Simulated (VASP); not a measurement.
# La2GaP3 (P1) in VASP: single point with PBEsol

Aim: the single point of La2GaP3 with PBEsol.

All numbers are computed with VASP 6.6.1; they aren't measurements. Logs are shortened: lines on timing, memory, paths and dates and some standing lists are left out, and cuts for length are marked.

### Step 1. The cell of the first run

The typed cell holds 12 atoms: a = 6.887 Å, b = 6.689 Å, c = 8.141 Å, α = 103.13°, β = 99.53°, γ = 53.02°.

### Step 2. Single point, PBEsol

Contents of INCAR:

```
ALGO     = Normal         # electronic algorithm
EDIFF    = 1E-7           # SCF threshold, eV
ENCUT    = 520            # plane-wave cutoff, eV
GGA      = PS             # functional
ISIF     = 2              # what is computed and relaxed
ISMEAR   = -1             # smearing method
LASPH    = T              # aspherical terms in the spheres
LCHARG   = F              # write CHGCAR
LREAL    = F              # projectors in reciprocal space
LWAVE    = F              # write WAVECAR
NBANDS   = 62             # bands
NELM     = 60             # most SCF steps
PREC     = Accurate       # precision mode
SIGMA    = 0.05           # smearing width, eV
```

Contents of KPOINTS:

```
k-points
0
Gamma
  4 4 2
```

Contents of POSCAR:

```
La2GaP3
1.0
    6.1097622126     -3.1379593077     -0.5049306973
    5.9755299823      2.9190720679     -0.7131719534
   -0.9816898320     -0.2531357625      8.0777470510
La Ga P
4 2 6
Direct
    0.6892358164      0.6546843865      0.3339274414
    0.3271918545      0.3252924495      0.1952763259
    0.6892795712      0.6546451192      0.8339279265
    0.3272035218      0.3252786657      0.6952737506
   -0.1293027062      0.0827072307     -0.0550162020
   -0.1293188497      0.0827050279      0.4449787492
    0.8517850151      0.8634171909      0.1494989116
    0.4969958238      0.5001706619      0.0080591030
    0.1573347863      0.1438166244      0.3823113249
    0.8517946358      0.8634138254      0.6495003657
    0.4969765522      0.5001831959      0.5080568557
    0.1573711727      0.1437900475      0.8823139027
```

Potentials or basis: VASP PAW PBE potentials, release 64 (La, Ga_d, P).

Started as:

```console
cat potpaw_PBE.64/La/POTCAR potpaw_PBE.64/Ga_d/POTCAR potpaw_PBE.64/P/POTCAR > POTCAR
mpirun -np 1 vasp_std > vasp.out
```

OUTCAR:

```text
EDIFF = 1E-7
   ENCUT = 520
   GGA = PS
   ISIF = 2
   ISMEAR = -1
   LASPH = T
   LREAL = F
   NELM = 60
   PREC = Accurate

 ion  position               nearest neighbor table
   1  0.689  0.655  0.334-  11 2.79   7 2.97   8 3.02  10 3.02   9 3.03   9 3.12
   2  0.327  0.325  0.195-   8 2.85   9 2.88  11 2.92  12 2.94   7 3.04   7 3.14
   3  0.689  0.655  0.834-   8 2.79  10 2.97  11 3.02   7 3.02  12 3.03  12 3.12
   4  0.327  0.325  0.695-  11 2.85  12 2.88   8 2.92   9 2.94  10 3.04  10 3.14
   5  0.871  0.083  0.945-  12 2.39   8 2.41   7 2.52  10 2.55
   6  0.871  0.083  0.445-   9 2.39  11 2.41  10 2.52   7 2.55
   7  0.852  0.863  0.149-   5 2.52   6 2.55   1 2.97   3 3.02   2 3.04   2 3.14
   8  0.497  0.500  0.008-   5 2.41   3 2.79   2 2.85   4 2.92   1 3.02
   9  0.157  0.144  0.382-   6 2.39   2 2.88   4 2.94   1 3.03   1 3.12
  10  0.852  0.863  0.650-   6 2.52   5 2.55   3 2.97   1 3.02   4 3.04   4 3.14
  11  0.497  0.500  0.508-   6 2.41   1 2.79   4 2.85   2 2.92   3 3.02
  12  0.157  0.144  0.882-   5 2.39   4 2.88   2 2.94   3 3.03   3 3.12

  LATTYP: Found a triclinic cell.
 ALAT       =     8.1411172489
 B/A-ratio  =     1.2088915545
 C/A-ratio  =     1.6365143534
 COS(alpha) =     0.0040025089
 COS(beta)  =     0.5539055875
 COS(gamma) =     0.7887181043

  Lattice vectors:

 A1 = (   0.9816898320,   0.2531357625,  -8.0777470510)
 A2 = (   1.1159220623,  -5.8038956131,  -7.8695057949)
 A3 = (  -5.2623046109,   9.4481264458,  -7.7810576098)

Analysis of symmetry for initial positions (statically):
=====================================================================
 Subroutine PRICEL returns:
 Original cell was already a primitive cell.

 Routine SETGRP: Setting up the symmetry group for a
 triclinic supercell.

 Subroutine GETGRP returns: Found  1 space group operations
 (whereof  1 operations were pure point group operations)
 out of a pool of  2 trial point group operations.

The static configuration has the point symmetry C_1 .

Analysis of symmetry for dynamics (positions and initial velocities):
=====================================================================
 Subroutine PRICEL returns:
 Original cell was already a primitive cell.

 Routine SETGRP: Setting up the symmetry group for a
 triclinic supercell.

 Subroutine GETGRP returns: Found  1 space group operations
 (whereof  1 operations were pure point group operations)
[... 127 lines left out ...]
   PSTRESS=    0.0 pullay stress
   NELECT =     100.0000    total number of electrons
   NUPDOWN=      -1.0000    fix difference up-down
   EMIN   =  10.00;   EMAX   =-10.00  energy-range for DOS
   EFERMI =   0.00;   METHOD = LEGACY
   ISMEAR =    -1;   SIGMA  =   0.05  broadening in eV -4-tet -1-fermi 0-gaus
   EFERMI_NEDOS =   21; number of points for ismear=-14 and -15
   IALGO  =     38    algorithm
   IMIX   =      4    mixing-type and parameters
     AMIX     =   0.40;   BMIX     =  1.00
     AMIX_MAG =   1.60;   BMIX_MAG =  1.00
  volume/ion in A,a.u.               =      24.30       163.96
  Fermi-wavevector in a.u.,A,eV,Ry     =   1.145966  2.165561 17.867676  1.313237
  Thomas-Fermi vector in A             =   2.282652
   LORBIT       =      0    0 simple, 1 ext, 2 COOP (PROOUT), +10 PAW based schemes
   GGA     = PS    functional components
   LHFCALC =     F    Hartree Fock is set to
   AEXX    =    0.0000 exact exchange contribution
   IVDW    =     0    specifies the selected vdW correction
   LEPSILON=     F    determine dielectric tensor
   LRPA    =     F    only Hartree local field effects (RPA)
 non-spin polarized calculation
  energy-cutoff  :      520.00
  volume of cell :      291.55
 maximum number of plane-waves:      7872
 NGX is ok and might be reduce to    54
   NGX = 25   NGY = 25   NGZ = 31

 number of electron     100.0000000 magnetization

 number of electron      99.9999992 magnetization

 Free energy of the ion-electron system (eV)
  ---------------------------------------------------
  ext. energy  EPLUGINS =         0.00000000
  ---------------------------------------------------
  free energy    TOTEN  =       -73.60696008 eV

  energy without entropy =      -73.59942838  energy(sigma->0) =      -73.60319423

 E-fermi :   6.4163     XC(G=0): -10.0353

 val. band max:        6.3644177714   @ k =   0.5000   0.5000   0.0000
 cond. band min:       6.4247715695   @ k =   0.0000   0.0000   0.0000
 fundamental gap:      0.0603537981
 Fermi energy:         6.4162985504

 k-point     1 :       0.0000    0.0000    0.0000
  band No.  band energies     occupation
      1     -25.7143      2.00000
      2     -25.6815      2.00000
      3     -25.4770      2.00000
      4     -25.4508      2.00000
      5      -9.9065      2.00000
      6      -9.8523      2.00000
[... 1289 lines left out ...]
     61       9.0537      0.00000
     62       9.0590      0.00000

------------------------ aborting loop because EDIFF is reached ----------------------------------------

  FORCE on cell =-STRESS in cart. coord.  units (eV):
  Direction    XX          YY          ZZ          XY          YZ          ZX
  --------------------------------------------------------------------------------------
  -------------------------------------------------------------------------------------
  Total       -0.0691523     -0.0550905     -0.0027555     -0.0207566     -0.0074421      0.0325050
  in kB       -0.3800211     -0.3027456     -0.0151424     -0.1140661     -0.0408975      0.1786288
  external PRESSURE =      -0.2326364 kB  Pullay stress =       0.0000000 kB

 VOLUME and BASIS-vectors are now :
 -----------------------------------------------------------------------------
  energy-cutoff  :      520.00
  volume of cell :      291.55
      direct lattice vectors                 reciprocal lattice vectors
     6.109762213 -3.137959308 -0.504930697     0.080257840 -0.163159203  0.004640759
     5.975529982  2.919072068 -0.713171953     0.087380038  0.167579481  0.015870818
    -0.981689832 -0.253135762  8.077747051     0.012731476  0.004596442  0.125488193

 POSITION                                       TOTAL-FORCE (eV/Angst)
 -----------------------------------------------------------------------------------
      7.79534     -0.33625      1.88246        -0.009158      0.002602      0.001715
      3.75116     -0.12659      1.18019         0.004661     -0.007346     -0.002482
      7.30453     -0.46307      5.92135        -0.009229      0.003078      0.001511
      3.26030     -0.25324      5.21905         0.004834     -0.007471     -0.002419
      4.88629     -2.72999      7.13471         0.007915      0.005647     -0.000723
      5.37703     -2.60338      3.09581         0.008179      0.005889     -0.000696
     10.21682     -0.19033      0.16176        -0.001764     -0.000026     -0.000803
      6.01740     -0.10156     -0.54256         0.001887     -0.000610      0.004327
      1.44535     -0.17068      2.90621        -0.003610     -0.000512     -0.002007
      9.72601     -0.31694      4.20064        -0.001843      0.000107     -0.000743
      5.52651     -0.22803      3.49630         0.001972     -0.000895      0.004476
      0.95456     -0.29744      6.94510        -0.003845     -0.000462     -0.002156
 -----------------------------------------------------------------------------------
    total drift:                                0.000067      0.000545     -0.000242

  FREE ENERGIE OF THE ION-ELECTRON SYSTEM (eV)
  ---------------------------------------------------
  free  energy   TOTEN  =       -73.6069600766 eV

  energy  without entropy=      -73.5994283847  energy(sigma->0) =      -73.60319423
```

Run time: 20 min. Hardware: 1 thread of Oxide Virtual Turin-like, shared host; peak memory 0.6 GiB.

Results:

```yaml
Free_energy: -73.6070 eV
Pressure: 0.0 GPa
Largest_force: 0.010 eV/Å
Band_gap_on_the_k_mesh: zero (band 50 reaches 6.42 eV, above the bottom of band 51 at 6.36 eV)
```

Forces on the atoms (eV/Å):
```
La  -0.009  0.003  0.002
La   0.005 -0.007 -0.002
La  -0.009  0.003  0.002
La   0.005 -0.007 -0.002
Ga   0.008  0.006 -0.001
Ga   0.008  0.006 -0.001
P   -0.002  0.000 -0.001
P    0.002 -0.001  0.004
P   -0.004 -0.001 -0.002
P   -0.002  0.000 -0.001
P    0.002 -0.001  0.004
P   -0.004  0.000 -0.002
```

Caveat: the k points lie up to 0.40 Å⁻¹ apart; the PAW data sets were made with another functional, which shifts forces and pressure a little; spin-orbit coupling is left out, which moves the levels of the heavy elements.
